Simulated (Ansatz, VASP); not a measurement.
# One calculation of Ta, two programs

```
Ta
1.0
     4.67351    0.00000    0.00000
    -2.33676    4.04738    0.00000
     0.00000    0.00000    2.86486
Ta
3
Cartesian
  0.0000 0.0000 0.0000
  0.0000 2.6983 1.4324
  2.3368 1.3491 1.4324
```

Alike in both runs: task relaxation of cell and atoms; functional LDA; k mesh 8 × 8 × 11; occupations fermi-dirac, width 0.1 eV; no spin polarisation.

|  | VASP | Ansatz |
| --- | --- | --- |
| version | VASP 6.6.1 | Ansatz 0.2.0 |
| potentials or method | VASP PAW LDA potentials, release 64 (Ta_pv), cutoff 600 eV | plane waves (420 eV) with PAW, scalar-relativistic |
| valence electrons in the cell | 33 | 39 |

```csv
,VASP,Ansatz,Ansatz less VASP
relaxed volume (Å³/atom),17.60,17.53,-0.070
relaxed cell length with the largest relative difference (Å),2.677,2.674,-0.0036
```

Ansatz warns that its potentials were made for another functional, while VASP's fit it. LDA's correlation is that of Perdew and Zunger in VASP and of Perdew and Wang (1992) in Ansatz. VASP's potentials hold 33 valence electrons a cell and Ansatz's 39, so a difference there can come from the potentials and not from the codes.

Spin-orbit coupling is off throughout.
